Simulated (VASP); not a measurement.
A run of VASP 6.6.1:

INCAR

```
SYSTEM = SnSe
PREC = Accurate
ENCUT = 520
EDIFF = 1E-6
ISMEAR = 0
SIGMA = 0.05
LREAL = .FALSE.
LASPH = .TRUE.
NELM = 60
ALGO = Normal
ISIF = 2
LWAVE = .FALSE.
LCHARG = .TRUE.
GGA = CA
LELF = .TRUE.
LVHAR = .TRUE.
NBANDS = 17
```

Contents of KPOINTS:

```
regular mesh
0
G
  10 10 10
  0 0 0
```

POSCAR

```
SnSe
1.0
    0.0000000000      3.0296952738      2.7873196519
    3.0296952738      0.0000000000      2.7873196519
    3.0296952738      3.0296952738      0.0000000000
Sn Se
1 1
Direct
    0.0000000000      0.0000000000      0.0000000000
    0.5000000000      0.5000000000      0.5000000000
```

Potentials or basis: VASP PAW LDA potentials, release 64 (Sn_d, Se).

Launch:

```console
$ cat potpaw_LDA.64/Sn_d/POTCAR potpaw_LDA.64/Se/POTCAR > POTCAR
$ mpirun -np 1 vasp_std > vasp.out
```

Hardware: 1 thread of Intel Xeon 8259CL, with other jobs on the host.

Task: How long does it take, and how much memory?

Result: It took 63 s on 1 thread of Intel Xeon 8259CL, on a shared host, peak memory 0.22 GiB. Counts: scf iterations 11, k points 102.
